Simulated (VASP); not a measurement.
# CuO (Cc) in VASP: notebook

The runs below take CuO through single point, with PBE.

Program: VASP 6.6.1. These are calculated values, not measurements. Logs are shortened: lines on timing, memory, paths and dates and some standing lists are left out, and cuts for length are marked.

## (1) The cell of the first run

It takes space group Cc (No. 9, monoclinic). The conventional cell has a = 4.689 Å, b = 3.427 Å, c = 5.132 Å, α = 90.00°, β = 99.65°, γ = 90.00°. Within 2.5 Å of Cu (site symmetry 1) lie 4 O at 1.91 to 2.02 Å. Within 2.5 Å of O (site symmetry 1) lie 4 Cu at 1.91 to 2.02 Å.

## (2) Single point, PBE, collinear spin

INCAR

```
SYSTEM = CuO
  ALGO = Normal
  EDIFF = 1E-6
  ENCUT = 520
  GGA = PE
  ISIF = 2
  ISMEAR = -1
  ISPIN = 2
  LASPH = .TRUE.
  LCHARG = .FALSE.
  LMAXMIX = 4
  LORBIT = 11
  LREAL = .FALSE.
  LWAVE = .FALSE.
  MAGMOM = 0.375 0.375 0 0
  NBANDS = 29
  NELM = 150
  NUPDOWN = 0.75
  PREC = Accurate
  SIGMA = 0.03
```

KPOINTS

```
k-points
0
G
  7 7 4
  0 0 0
```

POSCAR

```
CuO
1.0
    2.3446500000     -1.7134000000      0.0000000000
    2.3446500000      1.7134000000      0.0000000000
   -0.8605500000      0.0000000000      5.0594400000
Cu O
2 2
Direct
    0.0032000000      0.4968000000      0.0000000000
    0.4968000000      0.0032000000      0.5000000000
    0.5714000000      0.4056000000      0.2537000000
    0.4056000000      0.5714000000      0.7537000000
```

Potentials or basis: VASP PAW PBE potentials, release 64 (Cu, O).

Launch:

```console
$ cat potpaw_PBE.64/Cu/POTCAR potpaw_PBE.64/O/POTCAR > POTCAR
$ mpirun -np 1 vasp_std > vasp.out
```

OUTCAR:

```text
SYSTEM = CuO
   EDIFF = 1E-6
   ENCUT = 520
   GGA = PE
   ISIF = 2
   ISMEAR = -1
   ISPIN = 2
   LASPH = .TRUE.
   LORBIT = 11
   LREAL = .FALSE.
   NELM = 150
   NUPDOWN = 0.75
   PREC = Accurate

 ion  position               nearest neighbor table
   1  0.003  0.497  0.000-   4 1.91   3 1.93   4 1.98   3 2.02
   2  0.497  0.003  0.500-   3 1.91   4 1.93   3 1.98   4 2.02
   3  0.571  0.406  0.254-   2 1.91   1 1.93   2 1.98   1 2.02
   4  0.406  0.571  0.754-   1 1.91   2 1.93   1 1.98   2 2.02

  LATTYP: Found a base centered monoclinic cell.
 ALAT       =     4.6893000000
 B/A-ratio  =     0.7307700510
 C/A-ratio  =     1.0944283424
 COS(beta)  =    -0.1676798048

  Lattice vectors:

 A1 = (   2.3446500000,  -1.7134000000,   0.0000000000)
 A2 = (   2.3446500000,   1.7134000000,   0.0000000000)
 A3 = (  -0.8605500000,   0.0000000000,   5.0594400000)

Analysis of symmetry for initial positions (statically):
=====================================================================
 Subroutine PRICEL returns:
 Original cell was already a primitive cell.

 Routine SETGRP: Setting up the symmetry group for a
 base centered monoclinic supercell.

 Subroutine GETGRP returns: Found  2 space group operations
 (whereof  1 operations were pure point group operations)
 out of a pool of  4 trial point group operations.

The static configuration has the point symmetry C_1 .
 The point group associated with its full space group is C_1h.

Analysis of symmetry for dynamics (positions and initial velocities):
=====================================================================
 Subroutine PRICEL returns:
 Original cell was already a primitive cell.

 Routine SETGRP: Setting up the symmetry group for a
 base centered monoclinic supercell.

 Subroutine GETGRP returns: Found  2 space group operations
 (whereof  1 operations were pure point group operations)
 out of a pool of  4 trial point group operations.

The dynamic configuration has the point symmetry C_1 .
 The point group associated with its full space group is C_1h.

Analysis of structural, dynamic, and magnetic symmetry:
=====================================================================
 Subroutine PRICEL returns:
 Original cell was already a primitive cell.

 Routine SETGRP: Setting up the symmetry group for a
 base centered monoclinic supercell.

 Subroutine GETGRP returns: Found  2 space group operations
 (whereof  1 operations were pure point group operations)
 out of a pool of  4 trial point group operations.

The overall configuration has the point symmetry C_1 .
 The point group associated with its full space group is C_1h.

 Subroutine INISYM returns: Found  2 space group operations
 (whereof  1 operations are pure point group operations),
 and found     1 'primitive' translations

----------------------------------------------------------------------------------------

                                     Primitive cell

  volume of cell :      40.6508

  direct lattice vectors                    reciprocal lattice vectors
     2.344650000 -1.713400000  0.000000000     0.213251445 -0.291817439  0.036271510
     2.344650000  1.713400000  0.000000000     0.213251445  0.291817439  0.036271510
    -0.860550000  0.000000000  5.059440000     0.000000000  0.000000000  0.197650333

  length of vectors
     2.903984019  2.903984019  5.132102826     0.363248151  0.363248151  0.197650333

  position of ions in fractional coordinates (direct lattice)
     0.003200000  0.496800000  0.000000000
     0.496800000  0.003200000  0.500000000
     0.571400000  0.405600000  0.253700000
     0.405600000  0.571400000  0.753700000

  ion indices of the primitive-cell ions
   primitive index   ion index
                 1           1
                 2           2
                 3           3
                 4           4

----------------------------------------------------------------------------------------

 KPOINTS: k-points

Automatic generation of k-mesh.
 Grid dimensions read from file:
 generate k-points for:    7    7    4

 Generating k-lattice:

  Cartesian coordinates                     Fractional coordinates (reciprocal lattice)
     0.030464492 -0.041688206  0.005181644     0.142857143 -0.000000000  0.000000000
     0.030464492  0.041688206  0.005181644    -0.000000000  0.142857143  0.000000000
     0.000000000  0.000000000  0.049412583     0.000000000  0.000000000  0.250000000

  Length of vectors
     0.051892593  0.051892593  0.049412583

  Shift w.r.t. Gamma in fractional coordinates (k-lattice)
     0.000000000  0.000000000  0.000000000

 Subroutine IBZKPT returns following result:
 ===========================================

 Found     60 irreducible k-points:

 Following reciprocal coordinates:
            Coordinates               Weight
  0.000000  0.000000  0.000000      1.000000
  0.142857  0.000000 -0.000000      4.000000
  0.285714  0.000000 -0.000000      4.000000
  0.428571  0.000000  0.000000      4.000000
  0.142857  0.142857 -0.000000      2.000000
  0.285714  0.142857  0.000000      4.000000
[... 16 lines left out ...]
 -0.142857  0.000000  0.250000      4.000000
  0.142857  0.142857  0.250000      2.000000
 [... further k-points ...]
   k-points           NKPTS =     60   k-points in BZ     NKDIM =     60   number of bands    NBANDS=     29
   number of dos      NEDOS =    301   number of ions     NIONS =      4
   total plane-waves  NPLWV =  23040
   dimension x,y,z NGX =    24 NGY =   24 NGZ =   40
   dimension x,y,z NGXF=    48 NGYF=   48 NGZF=   80
   ions per type =               2   2
   NGX,Y,Z   is equivalent  to a cutoff of  13.74, 13.74, 12.96 a.u.
   NGXF,Y,Z  is equivalent  to a cutoff of  27.48, 27.48, 25.91 a.u.
 SYSTEM =  CuO
   PREC   = accura    normal or accurate (medium, high low for compatibility)
   ISTART =      0    job   : 0-new  1-cont  2-samecut
   ICHARG =      2    charge: 1-file 2-atom 10-const
   ISPIN  =      2    spin polarized calculation?
   LNONCOLLINEAR =      F non collinear calculations
   LSORBIT =      F    spin-orbit coupling
   LASPH  =      T    aspherical Exc in radial PAW
   ENCUT  =  520.0 eV  38.22 Ry    6.18 a.u.   5.40  5.40  9.54*2*pi/ulx,y,z
   NELM   =    150;   NELMIN=  2; NELMDL= -5     # of ELM steps
   EDIFF  = 0.1E-05   stopping-criterion for ELM
   LREAL  =      F    real-space projection
   EDIFFG = 0.1E-04   stopping-criterion for IOM
   NSW    =      0    number of steps for IOM
   IBRION =     -1    ionic relax: 0-MD 1-quasi-New 2-CG
   NFREE  =      0    steps in history (QN), initial steepest desc. (CG)
   ISIF   =      2    stress and relaxation
   ISYM   =      2    0-nonsym 1-usesym 2-fastsym
   POTIM  = 0.5000    time-step for ionic-motion
   TEBEG  =    0.0;   TEEND  =   0.0 temperature during run
   PSTRESS=    0.0 pullay stress
   NELECT =      34.0000    total number of electrons
   NUPDOWN=       0.7500    fix difference up-down
   EMIN   =  10.00;   EMAX   =-10.00  energy-range for DOS
   EFERMI =   0.00;   METHOD = LEGACY
   ISMEAR =    -1;   SIGMA  =   0.03  broadening in eV -4-tet -1-fermi 0-gaus
   EFERMI_NEDOS =   21; number of points for ismear=-14 and -15
   IALGO  =     38    algorithm
   IMIX   =      4    mixing-type and parameters
     AMIX     =   0.40;   BMIX     =  1.00
     AMIX_MAG =   1.60;   BMIX_MAG =  1.00
  volume/ion in A,a.u.               =      10.16        68.58
  Fermi-wavevector in a.u.,A,eV,Ry     =   1.542451  2.914810 32.370373  2.379155
  Thomas-Fermi vector in A             =   2.648254
   LORBIT       =     11    0 simple, 1 ext, 2 COOP (PROOUT), +10 PAW based schemes
   GGA     = PE    functional components
   LHFCALC =     F    Hartree Fock is set to
   AEXX    =    0.0000 exact exchange contribution
   IVDW    =     0    specifies the selected vdW correction
   LEPSILON=     F    determine dielectric tensor
   LRPA    =     F    only Hartree local field effects (RPA)
 spin polarized calculation
  energy-cutoff  :      520.00
  volume of cell :       40.65
 maximum number of plane-waves:      1129
 NGX is ok and might be reduce to    24
   NGX = 11   NGY = 11   NGZ = 19

 number of electron      33.9999999 magnetization       0.7500000

 Free energy of the ion-electron system (eV)
  ---------------------------------------------------
  ext. energy  EPLUGINS =         0.00000000
  ---------------------------------------------------
  free energy    TOTEN  =       -19.43398756 eV

  energy without entropy =      -19.42418238  energy(sigma->0) =      -19.42908497

 E-fermi :   5.5597     XC(G=0): -11.8984

 val. band max:        5.7737891864   @ k =  -0.4286   0.2857   0.2500
 cond. band min:       5.5610628029   @ k =   0.1429   0.0000   0.5000
 fundamental gap:     -0.2127263835
 Fermi energy:         5.7756642811

 spin component 1

 k-point     1 :       0.0000    0.0000    0.0000
  band No.  band energies     occupation
      1     -14.2996      1.00000
      2     -12.9947      1.00000
      3      -2.4968      1.00000
      4      -0.0201      1.00000
      5       0.3340      1.00000
      6       2.1894      1.00000
[... 757 lines left out ...]
     28      24.0024      0.00000
     29      25.8382      0.00000

 [... further k-points ...]

 spin component 2

 k-point     1 :       0.0000    0.0000    0.0000
  band No.  band energies     occupation
      1     -14.0973      1.00000
      2     -12.7666      1.00000
      3      -2.3620      1.00000
      4       0.3167      1.00000
      5       0.6786      1.00000
      6       2.3624      1.00000
[... 757 lines left out ...]
     28      24.0298      0.00000
     29      25.8963      0.00000

 [... further k-points ...]

------------------------ aborting loop because EDIFF is reached ----------------------------------------

  FORCE on cell =-STRESS in cart. coord.  units (eV):
  Direction    XX          YY          ZZ          XY          YZ          ZX
  --------------------------------------------------------------------------------------
  -------------------------------------------------------------------------------------
  Total        1.5695251      1.8093578      1.6280467      0.0000000      0.0000000     -0.3195133
  in kB       61.8599560     71.3125224     64.1664803      0.0000000      0.0000000    -12.5930323
  external PRESSURE =      65.7796529 kB  Pullay stress =       0.0000000 kB

 VOLUME and BASIS-vectors are now :
 -----------------------------------------------------------------------------
  energy-cutoff  :      520.00
  volume of cell :       40.65
      direct lattice vectors                 reciprocal lattice vectors
     2.344650000 -1.713400000  0.000000000     0.213251445 -0.291817439  0.036271510
     2.344650000  1.713400000  0.000000000     0.213251445  0.291817439  0.036271510
    -0.860550000  0.000000000  5.059440000     0.000000000  0.000000000  0.197650333

 POSITION                                       TOTAL-FORCE (eV/Angst)
 -----------------------------------------------------------------------------------
      1.17233      0.84573      0.00000        -0.677799      0.345954      0.265901
      0.74205     -0.84573      2.52972        -0.677799     -0.345954      0.265901
      2.07240     -0.28408      1.28358         0.677799      0.236514     -0.265901
      1.64213      0.28408      3.81330         0.677799     -0.236514     -0.265901
 -----------------------------------------------------------------------------------
    total drift:                               -0.000144      0.000000     -0.000535

  FREE ENERGIE OF THE ION-ELECTRON SYSTEM (eV)
  ---------------------------------------------------
  free  energy   TOTEN  =       -19.4339875601 eV

  energy  without entropy=      -19.4241823793  energy(sigma->0) =      -19.42908497

 total charge

# of ion       s       p       d       tot
------------------------------------------
    1        0.380   0.387   9.137   9.904
    2        0.380   0.387   9.137   9.904
    3        1.575   3.389   0.000   4.964
    4        1.575   3.389   0.000   4.964
--------------------------------------------------
tot          3.909   7.552  18.274  29.736

 magnetization (x)

# of ion       s       p       d       tot
------------------------------------------
    1       -0.002   0.002   0.232   0.232
    2       -0.002   0.002   0.232   0.232
    3        0.007   0.119   0.000   0.127
    4        0.007   0.119   0.000   0.127
--------------------------------------------------
tot          0.011   0.242   0.464   0.718
```

Run time: 2.7 min. Hardware: 1 thread of Intel Xeon 8259CL, shared host; peak memory 0.24 GiB.

Results:

- Free energy: -19.4340 eV
- Pressure: 6.6 GPa
- Largest force: 0.806 eV/Å
- Net moment: 0.75 μB per cell
- Site moments: Cu +0.23; O +0.13 μB
- Valence electrons inside the program's atomic spheres: Cu 9.90; O 4.96

Forces on the atoms (eV/Å):
```
Cu  -0.678  0.346  0.266
Cu  -0.678 -0.346  0.266
O    0.678  0.237 -0.266
O    0.678 -0.237 -0.266
```

Stress tensor (GPa, compression positive):
```
 6.19  0.00 -1.26
 0.00  7.13  0.00
-1.26  0.00  6.42
```

Caveat: the cell stands under pressure; the total moment is fixed, so each spin has its own Fermi level.

## (3) Single point, PBE, collinear spin

INCAR

```
SYSTEM = CuO
PREC = Accurate ; ENCUT = 520
EDIFF = 1E-7 ; ISMEAR = -1
SIGMA = 0.03 ; LREAL = .False.
LASPH = .True. ; NELM = 150
ALGO = Normal ; ISIF = 2
LWAVE = .False. ; LCHARG = .False.
ISPIN = 2 ; MAGMOM = 0.525 0.525 0 0
LORBIT = 11 ; NUPDOWN = 1.05
LMAXMIX = 4 ; GGA = PE
NBANDS = 29
```

KPOINTS

```
regular mesh
0
Gamma
  7 7 4
  0 0 0
```

POSCAR is that of step 2.

Potentials or basis: VASP PAW PBE potentials, release 64 (Cu, O).

Launch:

```console
$ cat potpaw_PBE.64/Cu/POTCAR potpaw_PBE.64/O/POTCAR > POTCAR
$ mpirun -np 1 vasp_std > vasp.out
```

Wall time 4.7 min (1 thread of Intel Xeon Platinum 8259CL at 2.50GHz (Skylake/Cascade Lake), shared host); peak memory 0.24 GiB.

Results (log left out):

```
Free energy                                           : -19.3997 eV
Pressure                                              : 6.8 GPa
Largest force                                         : 0.815 eV/Å
Net moment                                            : 1.05 μB per cell
Site moments                                          : Cu +0.32; O +0.18 μB
Valence electrons inside the program's atomic spheres : Cu 9.90; O 4.97
```

Forces in eV/Å, atoms in the order of the input:
```
Cu  -0.690  0.339  0.271
Cu  -0.690 -0.339  0.271
O    0.690  0.219 -0.271
O    0.690 -0.219 -0.271
```

Stress tensor (GPa, compression positive):
```
 6.22  0.00 -0.91
 0.00  7.42  0.00
-0.91  0.00  6.84
```

Caveat: the cell stands under pressure; the total moment is fixed, so each spin has its own Fermi level.

## (4) Single point, PBE, collinear spin

INCAR

```
SYSTEM = CuO
PREC     = Accurate       ! precision mode
ENCUT    = 520            ! plane-wave cutoff, eV
EDIFF    = 1E-6           ! SCF threshold, eV
ISMEAR   = -1             ! smearing method
SIGMA    = 0.03           ! smearing width, eV
LREAL    = .FALSE.        ! projectors in reciprocal space
LASPH    = .TRUE.         ! aspherical terms in the spheres
NELM     = 150            ! most SCF steps
ALGO     = Normal         ! electronic algorithm
ISIF     = 2              ! what is computed and relaxed
LWAVE    = .FALSE.        ! write WAVECAR
LCHARG   = .TRUE.         ! write CHGCAR
ISPIN    = 2              ! spin polarisation
MAGMOM   = 0.1 0.1 0 0    ! initial moments
LORBIT   = 11             ! projections on sites
LMAXMIX  = 4              ! l up to which the mixer works
GGA      = PE             ! functional
LELF     = .TRUE.         ! ELF
LVHAR    = .TRUE.       
NBANDS   = 29             ! bands
```

KPOINTS

```
regular mesh
0
G
  7 7 4
  0 0 0
```

POSCAR is that of step 3.

Launch:

```console
$ cat potpaw_PBE.64/Cu/POTCAR potpaw_PBE.64/O/POTCAR > POTCAR
$ mpirun -np 1 vasp_std > vasp.out
```

Run time: 3.2 min. Hardware: 1 thread of Intel Xeon Platinum 8259CL at 2.50GHz (Skylake/Cascade Lake), shared host; peak memory 0.24 GiB.

The run converged. Its results:

* Free energy: -19.4838 eV
* Pressure: 6.4 GPa
* Largest force: 0.783 eV/Å
* Band gap on the k mesh: zero (filled and empty bands overlap)
* Net moment: 0.00 μB per cell
* Valence electrons inside the program's atomic spheres: Cu 9.91; O 4.96

Forces in eV/Å, atoms in the order of the input:
```
Cu  -0.644  0.366  0.253
Cu  -0.644 -0.366  0.253
O    0.644  0.290 -0.253
O    0.644 -0.290 -0.253
```

Stress tensor (GPa, compression positive):
```
 6.30  0.00 -1.80
 0.00  6.95  0.00
-1.80  0.00  5.83
```

Levels at points of the mesh, in eV from the Fermi level:
Spin up:
```
           k point  band 15  band 16  band 17  band 18  band 19  band 20
(0.00, 0.00, 0.00)    -2.13    -1.65     0.22     0.92     1.71     6.05
(0.00, 0.00, 0.50)    -1.47    -1.47     0.25     0.25     3.93     3.93
```
Spin down:
| k point | band 14 | band 15 | band 16 | band 17 | band 18 | band 19 | band 20 | band 21 |
| --- | --- | --- | --- | --- | --- | --- | --- | --- |
| (0.00, 0.00, 0.00) | -2.22 | -2.13 | -1.65 | 0.22 | 0.92 | 1.71 | 6.06 | 8.15 |
| (0.00, 0.00, 0.50) | -2.23 | -1.47 | -1.47 | 0.25 | 0.25 | 3.93 | 3.93 | 11.69 |

Caveat: the cell stands under pressure; semilocal functionals often make such compounds metallic where correlation or magnetic order opens a gap, which also shifts bond lengths.

## (5) The runs side by side

```tsv
fixed moment (μB)	pressure (GPa)	moment (μB)	largest force (eV/Å)
0.75	6.6	0.75	0.81
1.05	6.8	1.05	0.81
-	6.4	0.00	0.78
```

Alike in all rows: task single point; level PBE; potentials or basis VASP PAW PBE potentials, release 64 (Cu, O); spin collinear; cell as given; k mesh 7 × 7 × 4; cutoff (eV) 520; smearing fermi-dirac 0.03 eV.

Caveats: the cell stands under pressure; the total moment is fixed, so each spin has its own Fermi level (at least some runs); semilocal functionals often make such compounds metallic where correlation or magnetic order opens a gap, which also shifts bond lengths (at least some runs).

Total energies depend on the potentials used, so only differences within one code and one set of settings carry meaning.
